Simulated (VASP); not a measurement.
Crystal: NbP.

```
Nb P
1.0
    -1.67492    1.67492    5.74011
     1.67492   -1.67492    5.74011
     1.67492    1.67492   -5.74011
Nb P
2 2
Direct
  0.24988 0.74988 0.50000
  0.49988 0.49988 0.00000
  0.83275 0.33275 0.50000
  0.08275 0.08275 0.00000
```

Program: VASP 6.6.1. Alike in all runs: task single point; no spin polarisation; cell as given; cutoff (eV) 520.

Problem. Order these runs on this cell by their pressure, lowest first.
A. level LDA; potentials or basis VASP PAW LDA potentials, release 64 (Nb_sv, P); k mesh 9 × 9 × 9; smearing fermi-dirac 0.05 eV
B. level RPBE; potentials or basis VASP PAW PBE potentials, release 64 (Nb_sv, P); k mesh 11 × 11 × 11; smearing gaussian 0.1 eV
C. level PBE; potentials or basis VASP PAW PBE potentials, release 64 (Nb_sv, P); k mesh 11 × 11 × 11; smearing gaussian 0.028 eV
D. level PBEsol; potentials or basis VASP PAW PBE potentials, release 64 (Nb_sv, P); k mesh 9 × 9 × 9; smearing fermi-dirac 0.05 eV

Solution. A (-9.4 GPa), D (-6.6 GPa), C (-1.5 GPa), B (1.0 GPa).

Caveats: the PAW data sets were made with another functional, which shifts forces and pressure a little (some runs).
